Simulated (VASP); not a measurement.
# Be16Se13S3 (P1) in VASP: single point with HSE06

Aim: the single point of Be16Se13S3 with HSE06.

Program: VASP 6.6.1. These are calculated values, not measurements. Logs are shortened: lines on timing, memory, paths and dates and some standing lists are left out, and cuts for length are marked.

### Step 1. The cell of the first run

The typed cell holds 64 atoms: a = 10.149 Å, b = 10.149 Å, c = 10.149 Å, α = 90.00°, β = 90.00°, γ = 90.00°.

### Step 2. Single point, HSE06

POSCAR

```
Be16Se13S3
1.0
   10.1486960000      0.0000000000      0.0000000000
    0.0000000000     10.1486960000      0.0000000000
    0.0000000000      0.0000000000     10.1486960000
Be Se S
32 26 6
Direct
    0.0049650000      0.9949740000      0.9952190000
    0.0044130000      0.9941270000      0.4944160000
    0.0049470000      0.5044690000      0.0057480000
    0.0002280000      0.5004430000      0.4996920000
    0.4977680000      0.0088670000      0.0007440000
    0.4983430000      0.0001780000      0.4999270000
    0.4934470000      0.4946810000      0.0047550000
    0.4980100000      0.4990730000      0.4990050000
    0.2591810000      0.2490400000      0.0007470000
    0.2498140000      0.2493030000      0.4992910000
    0.2404080000      0.7502650000      0.0002070000
    0.2445910000      0.7545740000      0.4948660000
    0.7450290000      0.2445660000      0.0048510000
    0.7486760000      0.2489010000      0.4996480000
    0.7492590000      0.7500230000      0.0006050000
    0.7509320000      0.7504510000      0.4991890000
    0.2445540000      0.9945780000      0.2543060000
    0.2501750000      0.9998100000      0.7614310000
    0.2500260000      0.4993210000      0.2388090000
    0.2492690000      0.5002860000      0.7497760000
    0.7444930000      0.0048200000      0.2433200000
    0.7500450000      0.9995450000      0.7494910000
    0.7500510000      0.5000030000      0.2499880000
    0.7493790000      0.4990770000      0.7521770000
    0.0000930000      0.2488960000      0.2484720000
    0.9997420000      0.2493850000      0.7513260000
    0.0092250000      0.7496900000      0.2494270000
    0.0053370000      0.7554880000      0.7552430000
    0.4977920000      0.2496090000      0.2399350000
    0.4935620000      0.2438060000      0.7556650000
    0.4982500000      0.7503960000      0.2484610000
    0.4978660000      0.7499060000      0.7513260000
    0.1274280000      0.1235200000      0.1238990000
    0.1261910000      0.1222450000      0.6268330000
    0.1250160000      0.6278280000      0.6253480000
    0.6230580000      0.1248650000      0.6267460000
    0.6232020000      0.6237410000      0.1250000000
    0.6245310000      0.6251170000      0.6254500000
    0.3744410000      0.3734450000      0.6267190000
    0.3718500000      0.8763380000      0.1239150000
    0.3718480000      0.8763580000      0.6269090000
    0.8750460000      0.3749640000      0.1249320000
    0.8749710000      0.3748590000      0.6254770000
    0.8775510000      0.8751390000      0.1250540000
    0.8778150000      0.8751040000      0.6253200000
    0.3742870000      0.1248290000      0.3722760000
    0.3718400000      0.6251070000      0.3722140000
    0.3718460000      0.6251070000      0.8782420000
    0.8749020000      0.1234210000      0.3733930000
    0.8750240000      0.1235210000      0.8769860000
    0.8777370000      0.6264900000      0.3735090000
    0.8778170000      0.6264430000      0.8770400000
    0.1263440000      0.3761700000      0.3720720000
    0.1274450000      0.3748450000      0.8783670000
    0.6230240000      0.3734880000      0.3723390000
    0.6217840000      0.3721480000      0.8781740000
    0.6245330000      0.8766020000      0.3733460000
    0.6230940000      0.8777090000      0.8770580000
    0.1265690000      0.6266260000      0.1250520000
    0.6214670000      0.1265330000      0.1237220000
    0.3744100000      0.3735940000      0.1237050000
    0.3744590000      0.1250220000      0.8789340000
    0.1249740000      0.8737210000      0.3735800000
    0.1267060000      0.8753110000      0.8772670000
```

INCAR.step1

```
SYSTEM = Be16Se13S3
PREC = Accurate ; ENCUT = 520
EDIFF = 1E-5 ; ISMEAR = -1
SIGMA = 0.05 ; LREAL = Auto
LASPH = .True. ; NELM = 80
ALGO = Normal ; ISIF = 2
LWAVE = .True. ; LCHARG = .False.
NBANDS = 166 ; GGA = PE
```

INCAR.step2

```
SYSTEM = Be16Se13S3
PREC = Accurate ; ENCUT = 520
EDIFF = 1E-7 ; ISMEAR = -1
SIGMA = 0.05 ; LREAL = Auto
LASPH = .True. ; NELM = 80
ALGO = Normal ; ISIF = 2
LWAVE = .False. ; LCHARG = .False.
GGA = PE ; LHFCALC = .True.
HFSCREEN = 0.2079 ; PRECFOCK = Fast
NBANDS = 166 ; ISTART = 1
```

KPOINTS

```
Automatic mesh
0
Gamma
  1 1 1
  0 0 0
```

Potentials or basis: VASP PAW PBE potentials, release 64 (Be, Se, S).

Launch:

```
$ cat potpaw_PBE.64/Be/POTCAR potpaw_PBE.64/Se/POTCAR potpaw_PBE.64/S/POTCAR > POTCAR
$ cp INCAR.step1 INCAR
$ mpirun -np 1 vasp_gam > vasp.out
$ cp INCAR.step2 INCAR
$ mpirun -np 1 vasp_gam > vasp.out
```

OUTCAR:

```text
SYSTEM = Be16Se13S3
   PREC = Accurate
   ENCUT = 520
   EDIFF = 1E-7
   ISMEAR = -1
   LREAL = Auto
   LASPH = .True.
   NELM = 80
   ISIF = 2
   GGA = PE
   LHFCALC = .True.
   HFSCREEN = 0.2079
   PRECFOCK = Fast
   ISTART = 1

 ion  position               nearest neighbor table
   1  0.005  0.995  0.995-  64 2.11  50 2.21  44 2.21  33 2.23
   2  0.004  0.994  0.494-  63 2.12  45 2.21  49 2.23  34 2.24
   3  0.005  0.504  0.006-  59 2.13  52 2.21  42 2.22  54 2.22
   4  0.000  0.500  0.500-  51 2.20  43 2.21  35 2.21  53 2.22
   5  0.498  0.009  0.001-  62 2.12  60 2.14  58 2.23  40 2.24
   6  0.498  0.000  0.500-  36 2.20  57 2.21  46 2.21  41 2.21
[... 56 lines left out ...]
  63  0.125  0.874  0.374-  17 2.11  12 2.11   2 2.12  27 2.13
  64  0.127  0.875  0.877-   1 2.11  11 2.12  28 2.13  18 2.13

  LATTYP: Found a simple cubic cell.
 ALAT       =    10.1486960000

  Lattice vectors:

 A1 = (  10.1486960000,   0.0000000000,   0.0000000000)
 A2 = (   0.0000000000,  10.1486960000,   0.0000000000)
 A3 = (   0.0000000000,   0.0000000000,  10.1486960000)

Analysis of symmetry for initial positions (statically):
=====================================================================
 Subroutine PRICEL returns:
 Original cell was already a primitive cell.

 Routine SETGRP: Setting up the symmetry group for a
 simple cubic supercell.

 Subroutine GETGRP returns: Found  1 space group operations
 (whereof  1 operations were pure point group operations)
 out of a pool of 48 trial point group operations.

The static configuration has the point symmetry C_1 .

Analysis of symmetry for dynamics (positions and initial velocities):
=====================================================================
 Subroutine PRICEL returns:
 Original cell was already a primitive cell.

 Routine SETGRP: Setting up the symmetry group for a
 simple cubic supercell.

 Subroutine GETGRP returns: Found  1 space group operations
 (whereof  1 operations were pure point group operations)
 out of a pool of 48 trial point group operations.

The dynamic configuration has the point symmetry C_1 .

 Subroutine INISYM returns: Found  1 space group operations
 (whereof  1 operations are pure point group operations),
 and found     1 'primitive' translations

----------------------------------------------------------------------------------------

                                     Primitive cell

  volume of cell :    1045.2754

  direct lattice vectors                    reciprocal lattice vectors
    10.148696000  0.000000000  0.000000000     0.098534827  0.000000000  0.000000000
     0.000000000 10.148696000  0.000000000     0.000000000  0.098534827  0.000000000
     0.000000000  0.000000000 10.148696000     0.000000000  0.000000000  0.098534827

  length of vectors
    10.148696000 10.148696000 10.148696000     0.098534827  0.098534827  0.098534827

  position of ions in fractional coordinates (direct lattice)
     0.004965000  0.994974000  0.995219000
     0.004413000  0.994127000  0.494416000
     0.004947000  0.504469000  0.005748000
     0.000228000  0.500443000  0.499692000
     0.497768000  0.008867000  0.000744000
     0.498343000  0.000178000  0.499927000
[... 56 lines left out ...]
     0.124974000  0.873721000  0.373580000
     0.126706000  0.875311000  0.877267000

  ion indices of the primitive-cell ions
   primitive index   ion index
                 1           1
                 2           2
                 3           3
                 4           4
                 5           5
                 6           6
[... 56 lines left out ...]
                63          63
                64          64

----------------------------------------------------------------------------------------

 KPOINTS: Automatic mesh

Automatic generation of k-mesh.
 Grid dimensions read from file:
 generate k-points for:    1    1    1

 Generating k-lattice:

  Cartesian coordinates                     Fractional coordinates (reciprocal lattice)
     0.098534827  0.000000000  0.000000000     1.000000000  0.000000000  0.000000000
     0.000000000  0.098534827  0.000000000     0.000000000  1.000000000  0.000000000
     0.000000000  0.000000000  0.098534827     0.000000000  0.000000000  1.000000000

  Length of vectors
     0.098534827  0.098534827  0.098534827

  Shift w.r.t. Gamma in fractional coordinates (k-lattice)
     0.000000000  0.000000000  0.000000000

 Subroutine IBZKPT returns following result:
 ===========================================

 Found      1 irreducible k-points:

 Following reciprocal coordinates:
            Coordinates               Weight
  0.000000  0.000000  0.000000      1.000000
   k-points           NKPTS =      1   k-points in BZ     NKDIM =      1   number of bands    NBANDS=    166
   number of dos      NEDOS =    301   number of ions     NIONS =     64
   total plane-waves  NPLWV = 512000
   dimension x,y,z NGX =    80 NGY =   80 NGZ =   80
   dimension x,y,z NGXF=   160 NGYF=  160 NGZF=  160
   ions per type =              32  26   6
   NGX,Y,Z   is equivalent  to a cutoff of  13.10, 13.10, 13.10 a.u.
   NGXF,Y,Z  is equivalent  to a cutoff of  26.21, 26.21, 26.21 a.u.
 SYSTEM =  Be16Se13S3
   PREC   = accura    normal or accurate (medium, high low for compatibility)
   ISTART =      1    job   : 0-new  1-cont  2-samecut
   ICHARG =      0    charge: 1-file 2-atom 10-const
   ISPIN  =      1    spin polarized calculation?
   LNONCOLLINEAR =      F non collinear calculations
   LSORBIT =      F    spin-orbit coupling
   LASPH  =      T    aspherical Exc in radial PAW
   ENCUT  =  520.0 eV  38.22 Ry    6.18 a.u.  18.87 18.87 18.87*2*pi/ulx,y,z
   NELM   =     80;   NELMIN=  2; NELMDL=  0     # of ELM steps
   EDIFF  = 0.1E-06   stopping-criterion for ELM
   LREAL  =      T    real-space projection
   EDIFFG = 0.1E-05   stopping-criterion for IOM
   NSW    =      0    number of steps for IOM
   IBRION =     -1    ionic relax: 0-MD 1-quasi-New 2-CG
   NFREE  =      0    steps in history (QN), initial steepest desc. (CG)
   ISIF   =      2    stress and relaxation
   ISYM   =      3    0-nonsym 1-usesym 2-fastsym
   POTIM  = 0.5000    time-step for ionic-motion
   TEBEG  =    0.0;   TEEND  =   0.0 temperature during run
   PSTRESS=    0.0 pullay stress
   NELECT =     256.0000    total number of electrons
   NUPDOWN=      -1.0000    fix difference up-down
   EMIN   =  10.00;   EMAX   =-10.00  energy-range for DOS
   EFERMI =   0.00;   METHOD = LEGACY
   ISMEAR =    -1;   SIGMA  =   0.05  broadening in eV -4-tet -1-fermi 0-gaus
   EFERMI_NEDOS =   21; number of points for ismear=-14 and -15
   IALGO  =     38    algorithm
   IMIX   =      1    mixing-type and parameters
     AMIX     =   0.40;   BMIX     =  1.00
     AMIX_MAG =   1.60;   BMIX_MAG =  1.00
  volume/ion in A,a.u.               =      16.33       110.22
  Fermi-wavevector in a.u.,A,eV,Ry     =   1.024262  1.935575 14.274056  1.049114
  Thomas-Fermi vector in A             =   2.158040
   LORBIT       =      0    0 simple, 1 ext, 2 COOP (PROOUT), +10 PAW based schemes
   GGA     = PE    functional components
   LHFCALC =     T    Hartree Fock is set to
   PRECFOCK=fast      Normal, Fast or Accurate (Low or Medium for compatibility)
   ENCUT4O =  -1.0   cutoff for four orbital integrals eV
   NKREDX  =     1    reduce k-point grid by
   NKREDY  =     1    reduce k-point grid by
   NKREDZ  =     1    reduce k-point grid by
   AEXX    =    0.2500 exact exchange contribution
   HFSCREEN=    0.2079 screening length (either q_TF or 0.3 A-1)
   HFSCREENC=   0.2079 screening length for correlation (either q_TF or 0.3 A-1)
   ENCUTFOCK=  -1.0 apply spherical cutoff to Coloumb kernel
   IVDW    =     0    specifies the selected vdW correction
   LEPSILON=     F    determine dielectric tensor
   LRPA    =     F    only Hartree local field effects (RPA)
 non-spin polarized calculation
  energy-cutoff  :      520.00
  volume of cell :     1045.28
 maximum number of plane-waves:     14129
 NGX is ok and might be reduce to    80
  NGX = 40; NGY = 40; NGZ = 40

 number of electron     255.9999994 magnetization

 Free energy of the ion-electron system (eV)
  ---------------------------------------------------
  ext. energy  EPLUGINS =         0.00000000
  ---------------------------------------------------
  free energy    TOTEN  =      -329.53106556 eV

  energy without entropy =     -329.53106556  energy(sigma->0) =     -329.53106556

 E-fermi :   4.3465     XC(G=0):  -7.9177

 val. band max:        3.0567212810   @ k =   0.0000   0.0000   0.0000
 cond. band min:       6.5033216450   @ k =   0.0000   0.0000   0.0000
 fundamental gap:      3.4466003640
 Fermi energy:         4.3464510414

 k-point     1 :       0.0000    0.0000    0.0000
  band No.  band energies     occupation
      1     -12.1743      2.00000
      2     -11.3973      2.00000
      3     -11.3241      2.00000
      4     -11.3190      2.00000
      5     -11.2690      2.00000
      6     -11.2479      2.00000
[... 132 lines left out ...]
    139       8.2529      0.00000
    140       8.2606      0.00000
 [bands above 140 left out]

------------------------ aborting loop because EDIFF is reached ----------------------------------------

  FORCE on cell =-STRESS in cart. coord.  units (eV):
  Direction    XX          YY          ZZ          XY          YZ          ZX
  --------------------------------------------------------------------------------------
  -------------------------------------------------------------------------------------
  Total        8.0695449      8.0943272      7.9037951     -0.4903386     -0.4657045     -0.4781757
  in kB       12.3688377     12.4068235     12.1147797     -0.7515812     -0.7138225     -0.7329381
  external PRESSURE =      12.2968137 kB  Pullay stress =       0.0000000 kB

 VOLUME and BASIS-vectors are now :
 -----------------------------------------------------------------------------
  energy-cutoff  :      520.00
  volume of cell :     1045.28
      direct lattice vectors                 reciprocal lattice vectors
    10.148696000  0.000000000  0.000000000     0.098534827  0.000000000  0.000000000
     0.000000000 10.148696000  0.000000000     0.000000000  0.098534827  0.000000000
     0.000000000  0.000000000 10.148696000     0.000000000  0.000000000  0.098534827

 POSITION                                       TOTAL-FORCE (eV/Angst)
 -----------------------------------------------------------------------------------
      0.05039     10.09769     10.10018         0.023994      0.047550      0.053164
      0.04479     10.08909      5.01768         0.012674      0.035511      0.042524
      0.05021      5.11970      0.05833         0.009143      0.010990      0.006549
      0.00231      5.07884      5.07122         0.028408      0.034282      0.020040
      5.05170      0.08999      0.00755         0.018554      0.006664      0.026651
      5.05753      0.00181      5.07361         0.025187      0.033994      0.024053
[... 56 lines left out ...]
      1.26832      8.86713      3.79135        -0.019878     -0.040948     -0.031628
      1.28590      8.88327      8.90312        -0.048951     -0.031455     -0.032548
 -----------------------------------------------------------------------------------
    total drift:                                0.008263      0.011901     -0.007942

  FREE ENERGIE OF THE ION-ELECTRON SYSTEM (eV)
  ---------------------------------------------------
  free  energy   TOTEN  =      -329.5310655624 eV

  energy  without entropy=     -329.5310655624  energy(sigma->0) =     -329.53106556
```

Wall time 53 min (1 thread of Intel Xeon Platinum 8375C at 2.90GHz (Ice Lake), shared host); peak memory 1.2 GiB.

Results:

```yaml
Free_energy: -329.5311 eV
Pressure: 1.2 GPa
Largest_force: 0.083 eV/Å
Band_gap_on_the_k_mesh: 3.45 eV
```

Forces on the atoms (eV/Å):
```
Be   0.024  0.048  0.053
Be   0.013  0.036  0.043
Be   0.009  0.011  0.007
Be   0.028  0.034  0.020
Be   0.019  0.007  0.027
Be   0.025  0.034  0.024
Be   0.040  0.041  0.019
Be   0.025  0.022  0.027
Be  -0.011  0.030  0.033
Be   0.031  0.029  0.023
Be   0.069  0.032  0.034
Be   0.034  0.015  0.045
Be   0.038  0.053  0.011
Be   0.031  0.029  0.022
Be   0.035  0.021  0.030
Be   0.034  0.025  0.025
Be   0.049  0.052  0.004
Be   0.023  0.022  0.000
Be   0.028  0.035  0.064
Be   0.028  0.025  0.039
Be   0.043  0.013  0.046
Be   0.029  0.031  0.036
Be   0.029  0.026  0.018
Be   0.032  0.023  0.018
Be   0.028  0.035  0.027
Be   0.029  0.023  0.034
Be  -0.001  0.024  0.027
Be   0.016  0.010  0.006
Be   0.026  0.037  0.058
Be   0.039  0.047  0.022
Be   0.021  0.024  0.029
Be   0.019  0.028  0.033
Se  -0.037 -0.031 -0.018
Se  -0.028 -0.001 -0.033
Se  -0.027 -0.036 -0.032
Se  -0.016 -0.039 -0.043
Se  -0.020 -0.018 -0.018
Se  -0.022 -0.027 -0.031
Se  -0.030 -0.016 -0.047
Se  -0.022 -0.034 -0.005
Se  -0.003 -0.026 -0.037
Se  -0.034 -0.032 -0.005
Se  -0.036 -0.026 -0.034
Se  -0.047 -0.020 -0.036
Se  -0.045 -0.027 -0.030
Se  -0.033 -0.042  0.003
Se  -0.005 -0.022 -0.028
Se  -0.026 -0.030 -0.041
Se  -0.035 -0.004 -0.014
Se  -0.034 -0.023 -0.053
Se  -0.043 -0.040 -0.009
Se  -0.043 -0.023 -0.025
Se  -0.041 -0.044 -0.008
Se  -0.021 -0.018 -0.045
Se  -0.013 -0.013 -0.014
Se  -0.027 -0.032 -0.018
Se  -0.028 -0.044 -0.013
Se  -0.012 -0.038 -0.049
S   -0.037 -0.031 -0.030
S   -0.021 -0.035 -0.039
S   -0.014 -0.044 -0.051
S   -0.012 -0.034 -0.035
S   -0.020 -0.041 -0.032
S   -0.049 -0.031 -0.033
```

Caveat: the k points lie up to 0.62 Å⁻¹ apart; the PAW data sets were made with another functional, which shifts forces and pressure a little. A k mesh can miss the band edges.
